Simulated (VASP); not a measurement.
# Ba (Fm-3m) in VASP: single point with LDA

Aim: the single point of Ba with LDA.

Program: VASP 6.6.1. These are calculated values, not measurements. Logs are shortened: lines on timing, memory, paths and dates and some standing lists are left out, and cuts for length are marked.

**1. The cell of the first run**

It takes space group Fm-3m (No. 225, cubic). Conventional cell: a = 5.989 Å, b = 5.989 Å, c = 5.989 Å, α = 90.00°, β = 90.00°, γ = 90.00°. Within 5.6 Å of Ba (site symmetry m-3m) lie 12 Ba at 4.23 Å.

This isn't the form of Ba at room conditions, which is bcc.

**2. Single point, LDA**

INCAR

```
  PREC = Accurate
  ENCUT = 500
  EDIFF = 1E-6
  ISMEAR = -1
  SIGMA = 0.1
  LREAL = F
  LASPH = T
  NELM = 120
  ALGO = Normal
  ISIF = 2
  LWAVE = F
  LCHARG = F
  GGA = CA
  NBANDS = 11
  GGA_COMPAT = F
```

KPOINTS

```
Automatic mesh
0
Gamma
  15 15 15
```

POSCAR

```
Ba
1.0
    0.0000000000      2.9943435877      2.9943435877
    2.9943435877      0.0000000000      2.9943435877
    2.9943435877      2.9943435877      0.0000000000
Ba
1
Direct
    0.0000000000      0.0000000000      0.0000000000
```

Potentials or basis: VASP PAW LDA potentials, release 64 (Ba_sv).

The run is started by

```bash
$ cat potpaw_LDA.64/Ba_sv/POTCAR > POTCAR
$ mpirun -np 1 vasp_std > vasp.out
```

OUTCAR:

```text
PREC = Accurate
   ENCUT = 500
   EDIFF = 1E-6
   ISMEAR = -1
   LREAL = F
   LASPH = T
   NELM = 120
   ISIF = 2
   GGA = CA

 ion  position               nearest neighbor table
   1  0.000  0.000  0.000-

  LATTYP: Found a face centered cubic cell.
 ALAT       =     5.9886871754

  Lattice vectors:

 A1 = (   0.0000000000,   2.9943435877,   2.9943435877)
 A2 = (   2.9943435877,   0.0000000000,   2.9943435877)
 A3 = (   2.9943435877,   2.9943435877,   0.0000000000)

Analysis of symmetry for initial positions (statically):
=====================================================================
 Subroutine PRICEL returns:
 Original cell was already a primitive cell.

 Routine SETGRP: Setting up the symmetry group for a
 face centered cubic supercell.

 Subroutine GETGRP returns: Found 48 space group operations
 (whereof 48 operations were pure point group operations)
 out of a pool of 48 trial point group operations.

The static configuration has the point symmetry O_h .

Analysis of symmetry for dynamics (positions and initial velocities):
=====================================================================
 Subroutine PRICEL returns:
 Original cell was already a primitive cell.

 Routine SETGRP: Setting up the symmetry group for a
 face centered cubic supercell.

 Subroutine GETGRP returns: Found 48 space group operations
 (whereof 48 operations were pure point group operations)
 out of a pool of 48 trial point group operations.

The dynamic configuration has the point symmetry O_h .

 Subroutine INISYM returns: Found 48 space group operations
 (whereof 48 operations are pure point group operations),
 and found     1 'primitive' translations

----------------------------------------------------------------------------------------

                                     Primitive cell

  volume of cell :      53.6951

  direct lattice vectors                    reciprocal lattice vectors
     0.000000000  2.994343588  2.994343588    -0.166981505  0.166981505  0.166981505
     2.994343588  0.000000000  2.994343588     0.166981505 -0.166981505  0.166981505
     2.994343588  2.994343588  0.000000000     0.166981505  0.166981505 -0.166981505

  length of vectors
     4.234641312  4.234641312  4.234641312     0.289220451  0.289220451  0.289220451

  position of ions in fractional coordinates (direct lattice)
     0.000000000  0.000000000  0.000000000

  ion indices of the primitive-cell ions
   primitive index   ion index
                 1           1

----------------------------------------------------------------------------------------

 KPOINTS: Automatic mesh

Automatic generation of k-mesh.
 Grid dimensions read from file:
 generate k-points for:   15   15   15

 Generating k-lattice:

  Cartesian coordinates                     Fractional coordinates (reciprocal lattice)
    -0.011132100  0.011132100  0.011132100     0.066666667  0.000000000  0.000000000
     0.011132100 -0.011132100  0.011132100     0.000000000  0.066666667  0.000000000
     0.011132100  0.011132100 -0.011132100     0.000000000  0.000000000  0.066666667

  Length of vectors
     0.019281363  0.019281363  0.019281363

  Shift w.r.t. Gamma in fractional coordinates (k-lattice)
     0.000000000  0.000000000  0.000000000

 Subroutine IBZKPT returns following result:
 ===========================================

 Found    120 irreducible k-points:

 Following reciprocal coordinates:
            Coordinates               Weight
  0.000000  0.000000  0.000000      1.000000
  0.066667  0.000000  0.000000      8.000000
  0.133333  0.000000  0.000000      8.000000
  0.200000  0.000000  0.000000      8.000000
  0.266667  0.000000  0.000000      8.000000
  0.333333  0.000000  0.000000      8.000000
[... 16 lines left out ...]
  0.133333  0.133333  0.000000      6.000000
  0.200000  0.133333  0.000000     24.000000
 [... further k-points ...]
   k-points           NKPTS =    120   k-points in BZ     NKDIM =    120   number of bands    NBANDS=     11
   number of dos      NEDOS =    301   number of ions     NIONS =      1
   total plane-waves  NPLWV =  32768
   dimension x,y,z NGX =    32 NGY =   32 NGZ =   32
   dimension x,y,z NGXF=    64 NGYF=   64 NGZF=   64
   ions per type =               1
   NGX,Y,Z   is equivalent  to a cutoff of  12.56, 12.56, 12.56 a.u.
   NGXF,Y,Z  is equivalent  to a cutoff of  25.13, 25.13, 25.13 a.u.
 SYSTEM =  unknown system
   PREC   = accura    normal or accurate (medium, high low for compatibility)
   ISTART =      0    job   : 0-new  1-cont  2-samecut
   ICHARG =      2    charge: 1-file 2-atom 10-const
   ISPIN  =      1    spin polarized calculation?
   LNONCOLLINEAR =      F non collinear calculations
   LSORBIT =      F    spin-orbit coupling
   LASPH  =      T    aspherical Exc in radial PAW
   ENCUT  =  500.0 eV  36.75 Ry    6.06 a.u.   7.72  7.72  7.72*2*pi/ulx,y,z
   NELM   =    120;   NELMIN=  2; NELMDL= -5     # of ELM steps
   EDIFF  = 0.1E-05   stopping-criterion for ELM
   LREAL  =      F    real-space projection
   EDIFFG = 0.1E-04   stopping-criterion for IOM
   NSW    =      0    number of steps for IOM
   IBRION =     -1    ionic relax: 0-MD 1-quasi-New 2-CG
   NFREE  =      0    steps in history (QN), initial steepest desc. (CG)
   ISIF   =      2    stress and relaxation
   ISYM   =      2    0-nonsym 1-usesym 2-fastsym
   POTIM  = 0.5000    time-step for ionic-motion
   TEBEG  =    0.0;   TEEND  =   0.0 temperature during run
   PSTRESS=    0.0 pullay stress
   NELECT =      10.0000    total number of electrons
   NUPDOWN=      -1.0000    fix difference up-down
   EMIN   =  10.00;   EMAX   =-10.00  energy-range for DOS
   EFERMI =   0.00;   METHOD = LEGACY
   ISMEAR =    -1;   SIGMA  =   0.10  broadening in eV -4-tet -1-fermi 0-gaus
   EFERMI_NEDOS =   21; number of points for ismear=-14 and -15
   IALGO  =     38    algorithm
   IMIX   =      4    mixing-type and parameters
     AMIX     =   0.40;   BMIX     =  1.00
     AMIX_MAG =   1.60;   BMIX_MAG =  1.00
  volume/ion in A,a.u.               =      53.70       362.35
  Fermi-wavevector in a.u.,A,eV,Ry     =   0.934896  1.766697 11.891902  0.874030
  Thomas-Fermi vector in A             =   2.061748
   LORBIT       =      0    0 simple, 1 ext, 2 COOP (PROOUT), +10 PAW based schemes
   GGA     = CA    functional components
   LHFCALC =     F    Hartree Fock is set to
   AEXX    =    0.0000 exact exchange contribution
   IVDW    =     0    specifies the selected vdW correction
   LEPSILON=     F    determine dielectric tensor
   LRPA    =     F    only Hartree local field effects (RPA)
 non-spin polarized calculation
  energy-cutoff  :      500.00
  volume of cell :       53.70
 maximum number of plane-waves:      1381
   NGX = 15   NGY = 15   NGZ = 15

 number of electron      10.0000000 magnetization

 Free energy of the ion-electron system (eV)
  ---------------------------------------------------
  ext. energy  EPLUGINS =         0.00000000
  ---------------------------------------------------
  free energy    TOTEN  =        -2.26270357 eV

  energy without entropy =       -2.21013883  energy(sigma->0) =       -2.23642120

 E-fermi :   2.0094     XC(G=0):  -8.1485

 val. band max:        2.0003016488   @ k =  -0.3333   0.3333   0.0667
 cond. band min:       2.0205320686   @ k =  -0.3333   0.2667   0.0000
 fundamental gap:      0.0202304198
 Fermi energy:         2.0093707242

 k-point     1 :       0.0000    0.0000    0.0000
  band No.  band energies     occupation
      1     -26.5559      2.00000
      2     -11.3992      2.00000
      3     -11.3992      2.00000
      4     -11.3992      2.00000
      5      -0.8180      2.00000
      6       3.9077      0.00000
      7       3.9077      0.00000
      8       3.9077      0.00000
      9       5.7911      0.00000
     10       5.7911      0.00000
     11       8.4301      0.00000

 k-point     2 :       0.0667    0.0000    0.0000
  band No.  band energies     occupation
      1     -26.5525      2.00000
      2     -11.4364      2.00000
      3     -11.4036      2.00000
      4     -11.4036      2.00000
      5      -0.7204      2.00000
      6       3.7928      0.00000
      7       3.9548      0.00000
      8       3.9548      0.00000
      9       5.7203      0.00000
     10       5.7203      0.00000
     11       8.6631      0.00000

 k-point     3 :       0.1333    0.0000    0.0000
  band No.  band energies     occupation
      1     -26.5426      2.00000
      2     -11.5394      2.00000
      3     -11.4160      2.00000
      4     -11.4160      2.00000
      5      -0.4445      2.00000
      6       3.5263      0.00000
      7       4.0675      0.00000
      8       4.0675      0.00000
      9       5.5806      0.00000
     10       5.5806      0.00000
     11       9.1714      0.00000

 k-point     4 :       0.2000    0.0000    0.0000
  band No.  band energies     occupation
      1     -26.5280      2.00000
      2     -11.6859      2.00000
      3     -11.4341      2.00000
      4     -11.4341      2.00000
      5      -0.0426      2.00000
      6       3.2531      0.00001
      7       4.1469      0.00000
      8       4.1469      0.00000
      9       5.5530      0.00000
     10       5.5530      0.00000
     11       9.0340      0.00000
[... 239 lines left out ...]
 k-point    22 :      -0.0667    0.0667    0.0000
  band No.  band energies     occupation
      1     -26.5468      2.00000
      2     -11.4877      2.00000
      3     -11.4243      2.00000
      4     -11.4048      2.00000
      5      -0.5628      2.00000
      6       3.6204      0.00000
      7       4.0251      0.00000
      8       4.0376      0.00000
      9       5.4856      0.00000
     10       5.7627      0.00000
     11       9.0152      0.00000

 k-point    23 :       0.1333    0.1333    0.0000
  band No.  band energies     occupation
      1     -26.5381      2.00000
      2     -11.5360      2.00000
      3     -11.4462      2.00000
      4     -11.4462      2.00000
      5      -0.3191      2.00000
      6       3.3122      0.00000
      7       4.2218      0.00000
      8       4.2218      0.00000
      9       4.9495      0.00000
     10       5.9856      0.00000
     11       9.5663      0.00000

 k-point    24 :       0.2000    0.1333    0.0000
  band No.  band energies     occupation
      1     -26.5272      2.00000
      2     -11.6314      2.00000
      3     -11.4697      2.00000
      4     -11.4634      2.00000
      5      -0.0140      2.00000
      6       3.0696      0.00005
      7       4.2665      0.00000
      8       4.3764      0.00000
      9       4.7725      0.00000
     10       6.0697      0.00000
     11      10.0724      0.00000

 [... further k-points ...]

------------------------ aborting loop because EDIFF is reached ----------------------------------------

  FORCE on cell =-STRESS in cart. coord.  units (eV):
  Direction    XX          YY          ZZ          XY          YZ          ZX
  --------------------------------------------------------------------------------------
  -------------------------------------------------------------------------------------
  Total        0.0297163      0.0297163      0.0297163     -0.0000000      0.0000000      0.0000000
  in kB        0.8866875      0.8866875      0.8866875     -0.0000000      0.0000000      0.0000000
  external PRESSURE =       0.8866875 kB  Pullay stress =       0.0000000 kB

 VOLUME and BASIS-vectors are now :
 -----------------------------------------------------------------------------
  energy-cutoff  :      500.00
  volume of cell :       53.70
      direct lattice vectors                 reciprocal lattice vectors
     0.000000000  2.994343588  2.994343588    -0.166981505  0.166981505  0.166981505
     2.994343588  0.000000000  2.994343588     0.166981505 -0.166981505  0.166981505
     2.994343588  2.994343588  0.000000000     0.166981505  0.166981505 -0.166981505

 POSITION                                       TOTAL-FORCE (eV/Angst)
 -----------------------------------------------------------------------------------
      0.00000      0.00000      0.00000        -0.000000     -0.000000     -0.000000
 -----------------------------------------------------------------------------------
    total drift:                                0.000000      0.000000      0.000000

  FREE ENERGIE OF THE ION-ELECTRON SYSTEM (eV)
  ---------------------------------------------------
  free  energy   TOTEN  =        -2.2627035748 eV

  energy  without entropy=       -2.2101388255  energy(sigma->0) =       -2.23642120
```

Run time: 24 s. Hardware: 1 thread of Intel Xeon Platinum 8375C at 2.90GHz (Ice Lake), shared host; peak memory 0.2 GiB.

Results:

```
Free energy            : -2.2627 eV
Pressure               : 0.1 GPa
Band gap on the k mesh : zero (bands 5 and 6 overlap by 0.51 eV)
```

Caveat: spin-orbit coupling is left out, which moves the levels of the heavy elements.

The gap in the log of VASP goes by the Fermi energy; the results here count the filled bands.